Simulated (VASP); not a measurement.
Runs of VASP 6.6.1 on Ni3Ge. The structure is that of space group Pm-3m (No. 221), or close to it. The cells are those of the table. 

```csv
cell,k mesh,gap on the mesh (eV),pressure (GPa)
"a = 3.416 Å, 4 atoms",12 × 12 × 12,none,26.1
"a = 3.631, b = 3.631, c = 3.461 Å, 4 atoms",14 × 14 × 14,none,-7.7
"a = 3.631, b = 3.631, c = 3.409 Å, 4 atoms",14 × 14 × 14,none,-4.8
"a = 3.560 Å, 4 atoms",12 × 12 × 12,none,(a)
"a = 3.639 Å, 4 atoms",12 × 12 × 12,none,(b)
"a = 3.378 Å, 4 atoms",12 × 12 × 12,none,38.1
```

Alike in all rows: level PBEsol; potentials or basis VASP PAW PBE potentials, release 64 (Ni, Ge_d); no spin polarisation; cutoff (eV) 520.

Fill in the values left out.

(a) -5.8; (b) -16.2.

Caveats: the PAW data sets were made with another functional, which shifts forces and pressure a little; the cell stands under pressure (at least some runs); the cell stands under tension (at least some runs); the stress differs along the axes, from -10 to -4 GPa (at least some runs); the stress differs along the axes, from -7 to 0 GPa (at least some runs).

A k mesh can miss the band edges, and the runs leave out spin-orbit coupling on Ge.

A gap of «none» marks levels without a gap at the run's occupations.
